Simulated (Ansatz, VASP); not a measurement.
## Two plane-wave programs on LiF

The input INCAR:

```
ALGO = Normal
EDIFF = 1E-6
ENCUT = 520
GGA = PE
ISIF = 2
ISMEAR = 0
LASPH = True
LCHARG = False
LREAL = False
LWAVE = False
NBANDS = 18
NELM = 60
PREC = Accurate
SIGMA = 0.05
```

Contents of KPOINTS:

```
k-points
0
Gamma
  9 9 6
```

Contents of POSCAR:

```
LiF
1.0
    3.0932795901      0.0000000000      0.0000000000
   -1.5466397950      2.6788587060      0.0000000000
    0.0000000000      0.0000000000      5.0058543606
Li F
2 2
Direct
    0.3333333333      0.6666666667      0.3402706354
    0.6666666667      0.3333333333      0.8402706354
    0.3333333333      0.6666666667      0.9939266766
    0.6666666667      0.3333333333      0.4939266766
```

Input for Ansatz:

```yaml
crystal:
  lattice:
    - [3.0932795901, 0.0, 0.0]
    - [-1.546639795, 2.678858706, 0.0]
    - [0.0, 0.0, 5.0058543606]
  atoms:
    - { symbol: Li, position: [0.3333333333, 0.6666666667, 0.3402706354] }
    - { symbol: Li, position: [0.6666666667, 0.3333333333, 0.8402706354] }
    - { symbol: F, position: [0.3333333333, 0.6666666667, 0.9939266766] }
    - { symbol: F, position: [0.6666666667, 0.3333333333, 0.4939266766] }
basis:
  ecutwfc: 520.0
kpoints:
  mp_grid: { grid: [9, 9, 6] }
hamiltonian:
  xc: pbe
scf:
  occupations: { method: gaussian, width: 0.05 }
output:
  forces: true
  stress: true
  eigenvalues: true
```

Alike in both runs: task single point; functional PBE; k mesh 9 × 9 × 6; occupations gaussian, width 0.05 eV; no spin polarisation.

|  | VASP | Ansatz |
| --- | --- | --- |
| version | VASP 6.6.1 | Ansatz 0.2.0 |
| potentials or method | VASP PAW PBE potentials, release 64 (Li_sv, F), cutoff 520 eV | scalar-relativistic, plane waves, PAW |
| valence electrons in the cell | 20 | 20 |

Ansatz gave:

```
gap on the k mesh at the Fermi level (eV) : 7.59
least direct gap on the mesh (eV)         : 7.59
rms of the force components (eV/Å)        : 0.446
```

Which values does VASP return?

gap on the k mesh at the Fermi level (eV): 7.58; least direct gap on the mesh (eV): 7.58; rms of the force components (eV/Å): 0.467.

Atom by atom the forces differ by 0.021 eV/Å (rms over components). With one functional, cell and mesh, what is left measures potentials, basis and numerics.

Noted on VASP's run: the cutoff is short for stress, so the pressure is rough.
